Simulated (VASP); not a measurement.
# AlNi (P4mm) in VASP: further runs, part 3 of 3

VASP 6.6.1. Earlier steps stand in the parts before.

### 6 Single point, PBEsol (atoms displaced along a vibrational mode, the cell strained)

File INCAR:

```
  ALGO = Fast
  EDIFF = 1E-6
  ENCUT = 520
  GGA = PS
  ISIF = 2
  ISMEAR = 0
  LASPH = T
  LCHARG = T
  LELF = T
  LREAL = F
  LVHAR = T
  LWAVE = F
  NBANDS = 14
  NELM = 100
  PREC = Accurate
  SIGMA = 0.15
```

File KPOINTS:

```
k-points
0
Gamma
  16 16 16
```

File POSCAR:

```
AlNi
1.0
    2.9333689589      0.0000000000      0.0000000000
    0.0000000000      2.9333689589      0.0000000000
    0.0000000000      0.0000000000      2.9333689589
Al Ni
1 1
Direct
    0.0000000000      0.0000000000     -0.0199173717
    0.5000000000      0.5000000000      0.5091560777
```

Potentials or basis: VASP PAW PBE potentials, release 64 (Al, Ni).

Started as:

```bash
$ cat potpaw_PBE.64/Al/POTCAR potpaw_PBE.64/Ni/POTCAR > POTCAR
$ mpirun -np 1 vasp_std > vasp.out
```

It took 42 s on 1 thread of Intel Xeon 6975P-C (Granite Rapids), shared host; peak memory 0.25 GiB.

It converged, with:

| Quantity | Value |
| --- | --- |
| Free energy | -11.5115 eV |
| Pressure | -10.6 GPa |
| Largest force | 0.391 eV/Å |
| Band gap on the k mesh | zero (an odd number of electrons rules out a gap without spin polarisation) |

Forces in eV/Å, atoms in the order of the input:
```
Al   0.000  0.000  0.391
Ni   0.000  0.000 -0.391
```

Stress tensor (GPa, compression positive):
```
-10.52   0.00   0.00
  0.00 -10.52   0.00
  0.00   0.00 -10.74
```

Levels at points of the mesh, in eV from the Fermi level:
```
           k point  band 5  band 6  band 7  band 8  band 9  band 10
(0.00, 0.00, 0.00)   -1.44   -1.44    5.27    5.27    5.28     7.98
(0.50, 0.00, 0.00)   -2.09   -1.36   -0.63    8.23    9.73     9.76
(0.00, 0.00, 0.50)   -2.10   -1.37   -0.62    8.24    9.67     9.67
(0.50, 0.50, 0.00)   -1.91   -1.91   -0.96    1.36    2.24    11.72
(0.00, 0.50, 0.50)   -1.94   -1.93   -0.95    1.36    2.24    11.71
(0.50, 0.50, 0.50)   -0.92    2.00    2.00    2.03    3.21     4.26
```

Caveat: the cell differs from its parent crystal (atoms displaced along a vibrational mode, the cell strained); the cell stands under tension; the PAW data sets were made with another functional, which shifts forces and pressure a little.

### 7 Single point, PBEsol (atoms displaced along a vibrational mode, the cell strained)

File INCAR:

```
SYSTEM = AlNi
PREC     = Accurate       ! precision mode
ENCUT    = 520            ! plane-wave cutoff, eV
EDIFF    = 1E-6           ! SCF threshold, eV
ISMEAR   = 0              ! smearing method
SIGMA    = 0.15           ! smearing width, eV
LREAL    = .FALSE.        ! projectors in reciprocal space
LASPH    = .TRUE.         ! aspherical terms in the spheres
NELM     = 60             ! most SCF steps
ALGO     = Normal         ! electronic algorithm
ISIF     = 2              ! what is computed and relaxed
LWAVE    = .FALSE.        ! write WAVECAR
LCHARG   = .FALSE.        ! write CHGCAR
GGA      = PS             ! functional
NBANDS   = 14             ! bands
```

File KPOINTS:

```
Automatic mesh
0
G
  16 16 16
  0 0 0
```

File POSCAR:

```
AlNi
1.0
    2.9333689589      0.0000000000      0.0000000000
    0.0000000000      2.9333689589      0.0000000000
    0.0000000000      0.0000000000      2.9333689589
Al Ni
1 1
Direct
    0.0000000000      0.0000000000     -0.0132782478
    0.5000000000      0.5000000000      0.5061040518
```

Potentials or basis: VASP PAW PBE potentials, release 64 (Al, Ni).

Started as:

```bash
$ cat potpaw_PBE.64/Al/POTCAR potpaw_PBE.64/Ni/POTCAR > POTCAR
$ mpirun -np 1 vasp_std > vasp.out
```

OUTCAR:

```text
SYSTEM = AlNi
   PREC = Accurate
   ENCUT = 520
   EDIFF = 1E-6
   ISMEAR = 0
   LREAL = .FALSE.
   LASPH = .TRUE.
   NELM = 60
   ISIF = 2
   GGA = PS

 ion  position               nearest neighbor table
   1  0.000  0.000  0.987-   2 2.51   2 2.51   2 2.51   2 2.51   2 2.57   2 2.57   2 2.57   2 2.57

   2  0.500  0.500  0.506-   1 2.51   1 2.51   1 2.51   1 2.51   1 2.57   1 2.57   1 2.57   1 2.57

  LATTYP: Found a simple cubic cell.
 ALAT       =     2.9333689589

  Lattice vectors:

 A1 = (   2.9333689589,   0.0000000000,   0.0000000000)
 A2 = (   0.0000000000,   2.9333689589,   0.0000000000)
 A3 = (   0.0000000000,   0.0000000000,   2.9333689589)

Analysis of symmetry for initial positions (statically):
=====================================================================
 Subroutine PRICEL returns:
 Original cell was already a primitive cell.

 Routine SETGRP: Setting up the symmetry group for a
 simple cubic supercell.

 Subroutine GETGRP returns: Found  8 space group operations
 (whereof  8 operations were pure point group operations)
 out of a pool of 48 trial point group operations.

The static configuration has the point symmetry C_4v.

Analysis of symmetry for dynamics (positions and initial velocities):
=====================================================================
 Subroutine PRICEL returns:
 Original cell was already a primitive cell.

 Routine SETGRP: Setting up the symmetry group for a
 simple cubic supercell.

 Subroutine GETGRP returns: Found  8 space group operations
 (whereof  8 operations were pure point group operations)
 out of a pool of 48 trial point group operations.

The dynamic configuration has the point symmetry C_4v.

 Subroutine INISYM returns: Found  8 space group operations
 (whereof  8 operations are pure point group operations),
 and found     1 'primitive' translations

----------------------------------------------------------------------------------------

                                     Primitive cell

  volume of cell :      25.2406

  direct lattice vectors                    reciprocal lattice vectors
     2.933368959  0.000000000  0.000000000     0.340904951  0.000000000  0.000000000
     0.000000000  2.933368959  0.000000000     0.000000000  0.340904951  0.000000000
     0.000000000  0.000000000  2.933368959     0.000000000  0.000000000  0.340904951

  length of vectors
     2.933368959  2.933368959  2.933368959     0.340904951  0.340904951  0.340904951

  position of ions in fractional coordinates (direct lattice)
     0.000000000  0.000000000  0.986721752
     0.500000000  0.500000000  0.506104052

  ion indices of the primitive-cell ions
   primitive index   ion index
                 1           1
                 2           2

----------------------------------------------------------------------------------------

 KPOINTS: Automatic mesh

Automatic generation of k-mesh.
 Grid dimensions read from file:
 generate k-points for:   16   16   16

 Generating k-lattice:

  Cartesian coordinates                     Fractional coordinates (reciprocal lattice)
     0.021306559  0.000000000  0.000000000     0.062500000  0.000000000  0.000000000
     0.000000000  0.021306559  0.000000000     0.000000000  0.062500000  0.000000000
     0.000000000  0.000000000  0.021306559     0.000000000  0.000000000  0.062500000

  Length of vectors
     0.021306559  0.021306559  0.021306559

  Shift w.r.t. Gamma in fractional coordinates (k-lattice)
     0.000000000  0.000000000  0.000000000

 Subroutine IBZKPT returns following result:
 ===========================================

 Found    405 irreducible k-points:

 Following reciprocal coordinates:
            Coordinates               Weight
  0.000000  0.000000  0.000000      1.000000
  0.062500  0.000000  0.000000      4.000000
  0.000000  0.000000  0.062500      2.000000
  0.125000  0.000000  0.000000      4.000000
  0.000000  0.000000  0.125000      2.000000
  0.187500  0.000000  0.000000      4.000000
[... 16 lines left out ...]
  0.187500  0.062500  0.000000      8.000000
  0.000000  0.187500  0.062500      8.000000
 [... further k-points ...]
   k-points           NKPTS =    405   k-points in BZ     NKDIM =    405   number of bands    NBANDS=     14
   number of dos      NEDOS =    301   number of ions     NIONS =      2
   total plane-waves  NPLWV =  13824
   dimension x,y,z NGX =    24 NGY =   24 NGZ =   24
   dimension x,y,z NGXF=    48 NGYF=   48 NGZF=   48
   ions per type =               1   1
   NGX,Y,Z   is equivalent  to a cutoff of  13.60, 13.60, 13.60 a.u.
   NGXF,Y,Z  is equivalent  to a cutoff of  27.20, 27.20, 27.20 a.u.
 SYSTEM =  AlNi
   PREC   = accura    normal or accurate (medium, high low for compatibility)
   ISTART =      0    job   : 0-new  1-cont  2-samecut
   ICHARG =      2    charge: 1-file 2-atom 10-const
   ISPIN  =      1    spin polarized calculation?
   LNONCOLLINEAR =      F non collinear calculations
   LSORBIT =      F    spin-orbit coupling
   LASPH  =      T    aspherical Exc in radial PAW
   ENCUT  =  520.0 eV  38.22 Ry    6.18 a.u.   5.45  5.45  5.45*2*pi/ulx,y,z
   NELM   =     60;   NELMIN=  2; NELMDL= -5     # of ELM steps
   EDIFF  = 0.1E-05   stopping-criterion for ELM
   LREAL  =      F    real-space projection
   EDIFFG = 0.1E-04   stopping-criterion for IOM
   NSW    =      0    number of steps for IOM
   IBRION =     -1    ionic relax: 0-MD 1-quasi-New 2-CG
   NFREE  =      0    steps in history (QN), initial steepest desc. (CG)
   ISIF   =      2    stress and relaxation
   ISYM   =      2    0-nonsym 1-usesym 2-fastsym
   POTIM  = 0.5000    time-step for ionic-motion
   TEBEG  =    0.0;   TEEND  =   0.0 temperature during run
   PSTRESS=    0.0 pullay stress
   NELECT =      13.0000    total number of electrons
   NUPDOWN=      -1.0000    fix difference up-down
   EMIN   =  10.00;   EMAX   =-10.00  energy-range for DOS
   EFERMI =   0.00;   METHOD = LEGACY
   ISMEAR =     0;   SIGMA  =   0.15  broadening in eV -4-tet -1-fermi 0-gaus
   EFERMI_NEDOS =   21; number of points for ismear=-14 and -15
   IALGO  =     38    algorithm
   IMIX   =      4    mixing-type and parameters
     AMIX     =   0.40;   BMIX     =  1.00
     AMIX_MAG =   1.60;   BMIX_MAG =  1.00
  volume/ion in A,a.u.               =      12.62        85.17
  Fermi-wavevector in a.u.,A,eV,Ry     =   1.312268  2.479827 23.429882  1.722048
  Thomas-Fermi vector in A             =   2.442672
   LORBIT       =      0    0 simple, 1 ext, 2 COOP (PROOUT), +10 PAW based schemes
   GGA     = PS    functional components
   LHFCALC =     F    Hartree Fock is set to
   AEXX    =    0.0000 exact exchange contribution
   IVDW    =     0    specifies the selected vdW correction
   LEPSILON=     F    determine dielectric tensor
   LRPA    =     F    only Hartree local field effects (RPA)
 non-spin polarized calculation
 Gauss-broadening in eV      SIGMA  =   0.15
  energy-cutoff  :      520.00
  volume of cell :       25.24
 maximum number of plane-waves:       701
 NGX is ok and might be reduce to    24
   NGX = 11   NGY = 11   NGZ = 11

 number of electron      13.0000001 magnetization

 Free energy of the ion-electron system (eV)
  ---------------------------------------------------
  ext. energy  EPLUGINS =         0.00000000
  ---------------------------------------------------
  free energy    TOTEN  =       -11.52073341 eV

  energy without entropy =      -11.51157779  energy(sigma->0) =      -11.51615560

 E-fermi :   9.2087     XC(G=0): -11.9057

 val. band max:        9.2058055410   @ k =   0.3125   0.0000   0.0000
 cond. band min:       9.2092543836   @ k =   0.0000   0.0000   0.3125
 fundamental gap:      0.0034488426
 Fermi energy:         9.2086526789

 k-point     1 :       0.0000    0.0000    0.0000
  band No.  band energies     occupation
      1      -1.5387      2.00000
      2       6.2140      2.00000
      3       6.2168      2.00000
      4       7.7656      2.00000
      5       7.7684      2.00000
      6       7.7684      2.00000
      7      14.4776      0.00000
      8      14.4776      0.00000
      9      14.4814      0.00000
     10      17.1796      0.00000
     11      17.1802      0.00000
     12      21.9679      0.00000
     13      29.4573      0.00000
     14      29.4783      0.00000
[... 375 lines left out ...]
 k-point    24 :       0.0000    0.1875    0.0625
  band No.  band energies     occupation
      1      -0.8512      2.00000
      2       6.0982      2.00000
      3       6.3449      2.00000
      4       7.5042      2.00000
      5       7.5421      2.00000
      6       7.7672      2.00000
      7      11.1261      0.00000
      8      14.4645      0.00000
      9      15.3539      0.00000
     10      17.7581      0.00000
     11      20.0950      0.00000
     12      24.4935      0.00000
     13      24.8655      0.00000
     14      25.6958      0.00000

 [... further k-points ...]
[... 5 lines left out ...]
  --------------------------------------------------------------------------------------
  -------------------------------------------------------------------------------------
  Total       -1.6595063     -1.6595063     -1.6746425      0.0000000     -0.0000000      0.0000000
  in kB     -105.3390560   -105.3390560   -106.2998417      0.0000000     -0.0000000      0.0000000
  external PRESSURE =    -105.6593179 kB  Pullay stress =       0.0000000 kB

 VOLUME and BASIS-vectors are now :
 -----------------------------------------------------------------------------
  energy-cutoff  :      520.00
  volume of cell :       25.24
      direct lattice vectors                 reciprocal lattice vectors
     2.933368959  0.000000000  0.000000000     0.340904951  0.000000000  0.000000000
     0.000000000  2.933368959  0.000000000     0.000000000  0.340904951  0.000000000
     0.000000000  0.000000000  2.933368959     0.000000000  0.000000000  0.340904951

 POSITION                                       TOTAL-FORCE (eV/Angst)
 -----------------------------------------------------------------------------------
      0.00000      0.00000      2.89442        -0.000000      0.000000      0.260412
      1.46668      1.46668      1.48459         0.000000      0.000000     -0.260412
 -----------------------------------------------------------------------------------
    total drift:                                0.000000     -0.000000      0.000084

  FREE ENERGIE OF THE ION-ELECTRON SYSTEM (eV)
  ---------------------------------------------------
  free  energy   TOTEN  =       -11.5207334129 eV

  energy  without entropy=      -11.5115777870  energy(sigma->0) =      -11.51615560
```

Run time: 33 s. Hardware: 1 thread of Intel Xeon 6975P-C (Granite Rapids), shared host; peak memory 0.25 GiB.

Results:

```yaml
Free_energy: -11.5207 eV
Pressure: -10.6 GPa
Largest_force: 0.260 eV/Å
Band_gap_on_the_k_mesh: zero (an odd number of electrons rules out a gap without spin polarisation)
```

Forces in eV/Å, atoms in the order of the input:
```
Al   0.000  0.000  0.260
Ni   0.000  0.000 -0.260
```

Stress tensor (GPa, compression positive):
```
-10.53   0.00   0.00
  0.00 -10.53   0.00
  0.00   0.00 -10.63
```

Caveat: the cell differs from its parent crystal (atoms displaced along a vibrational mode, the cell strained); the cell stands under tension; the PAW data sets were made with another functional, which shifts forces and pressure a little.

### 8 The runs side by side

| cell | gap on the mesh (eV) | pressure (GPa) | largest force (eV/Å) |
| --- | --- | --- | --- |
| a = 2.910 Å, 2 atoms, atomic positions A | none | -7.1 | 0.43 |
| a = 2.910 Å, 2 atoms, atomic positions B | none | -7.0 | 0.58 |
| a = 2.910 Å, 2 atoms, atomic positions C | none | -7.3 | 0.29 |
| a = 2.933 Å, 2 atoms, atomic positions D | none | -10.6 | 0.13 |
| a = 2.933 Å, 2 atoms, atomic positions A | none | -10.6 | 0.39 |
| a = 2.933 Å, 2 atoms, atomic positions C | none | -10.6 | 0.26 |

Alike in all rows: task single point; level PBEsol; potentials or basis VASP PAW PBE potentials, release 64 (Al, Ni); no spin polarisation; k mesh 16 × 16 × 16; cutoff (eV) 520; smearing gaussian 0.15 eV.

Caveats: the cell stands under tension; the PAW data sets were made with another functional, which shifts forces and pressure a little.

Absolute energies hang on the potentials; compare differences alone.
